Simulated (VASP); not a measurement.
Here is a VASP 6.6.1 calculation.

Contents of INCAR:

```
ALGO     = Normal         # electronic algorithm
EDIFF    = 1E-6           # SCF threshold, eV
ENCUT    = 520            # plane-wave cutoff, eV
GGA      = PS             # functional
ISIF     = 2              # what is computed and relaxed
ISMEAR   = 0              # smearing method
LASPH    = True           # aspherical terms in the spheres
LCHARG   = False          # write CHGCAR
LREAL    = Auto         
LWAVE    = False          # write WAVECAR
NBANDS   = 70             # bands
NELM     = 80             # most SCF steps
PREC     = Accurate       # precision mode
SIGMA    = 0.1            # smearing width, eV
```

File KPOINTS:

```
k-points
0
Gamma
  3 3 3
```

The input POSCAR:

```
Al32H
1.0
    8.1000000000      0.0000000000      0.0000000000
    0.0000000000      8.1000000000      0.0000000000
    0.0000000000      0.0000000000      8.1000000000
Al H
32 1
Direct
    0.4975327160     -0.0019785185     -0.0007782716
    0.7478182716      0.2477558025      0.0007293827
    0.7360817284     -0.0006301235      0.2523162963
   -0.0006633333     -0.0006548148     -0.0114545679
    0.2469429630      0.2469707407     -0.0002519753
    0.4973385185      0.4973686420     -0.0003700000
    0.7462882716      0.7463144444     -0.0007355556
    0.2499830864     -0.0027892593      0.2501537037
    0.4956840741      0.2491988889      0.2502817284
    0.7461846914      0.4974709877      0.2509153086
    0.4956283951     -0.0025988889      0.5020176543
    0.7467443210      0.2470128395      0.4999056790
    0.7461250617     -0.0020167901      0.7504003704
   -0.0020038272      0.4975559259     -0.0007777778
    0.2477212346      0.7478533333      0.0007271605
   -0.0028255556      0.2499919753      0.2501488889
    0.2491396296      0.4957249383      0.2502761728
    0.4974335802      0.7462035802      0.2509120988
   -0.0027677778     -0.0027379012      0.5030601235
    0.2474513580      0.2474960494      0.5003118519
    0.4976291358      0.4976620988      0.5014912346
    0.7478246914      0.7478629630      0.5005760494
    0.2492667901     -0.0026045679      0.7485327160
    0.4976028395      0.2485304938      0.7505555556
    0.7467780247      0.4974035802      0.7502612346
   -0.0006648148      0.7361825926      0.2522916049
   -0.0026359259      0.4956730864      0.5019945679
    0.2469792593      0.7467738272      0.4998991358
   -0.0026338272      0.2493023457      0.7485359259
    0.2485034568      0.4976333333      0.7505525926
    0.4973738272      0.7468127160      0.7502607407
   -0.0020443210      0.7461425926      0.7503851852
    0.9644283951      0.9645934568      0.2165472840
```

Potentials or basis: VASP PAW PBE potentials, release 64 (Al, H).

Command:

```sh
$ cat potpaw_PBE.64/Al/POTCAR potpaw_PBE.64/H/POTCAR > POTCAR
$ mpirun -np 1 vasp_std > vasp.out
```

Question: Estimate the largest force.

Answer: 0.154 eV/Å.

Question: Predict the pressure.

Answer: -1.2 GPa.

Question: Predict the band gap on the k mesh.

Answer: Zero (an odd number of electrons rules out a gap without spin polarisation).

Forces in eV/Å, atoms in the order of the input:
```
Al  -0.008 -0.004 -0.008
Al  -0.005 -0.007 -0.003
Al   0.020 -0.017 -0.015
Al  -0.014 -0.013  0.015
Al  -0.005 -0.004  0.000
Al  -0.004 -0.004 -0.001
Al   0.005  0.006  0.003
Al   0.003 -0.004 -0.002
Al   0.001 -0.002 -0.002
Al  -0.002 -0.004 -0.003
Al   0.005 -0.001 -0.003
Al   0.001 -0.004 -0.004
Al  -0.004 -0.003 -0.006
Al  -0.004 -0.008 -0.008
Al  -0.007 -0.004 -0.002
Al  -0.004  0.003 -0.002
Al  -0.002  0.001 -0.002
Al  -0.004 -0.002 -0.003
Al   0.000 -0.001  0.000
Al  -0.004 -0.005 -0.003
Al  -0.005 -0.004 -0.001
Al  -0.005 -0.005 -0.004
Al  -0.005 -0.004 -0.001
Al  -0.004 -0.002 -0.001
Al  -0.003 -0.005 -0.003
Al  -0.016  0.020 -0.015
Al  -0.001  0.005 -0.002
Al  -0.004  0.001 -0.004
Al  -0.004 -0.005 -0.001
Al  -0.003 -0.004 -0.002
Al  -0.005 -0.003 -0.003
Al  -0.003 -0.004 -0.006
H    0.088  0.087  0.091
```

Caveat: the PAW data sets were made with another functional, which shifts forces and pressure a little.
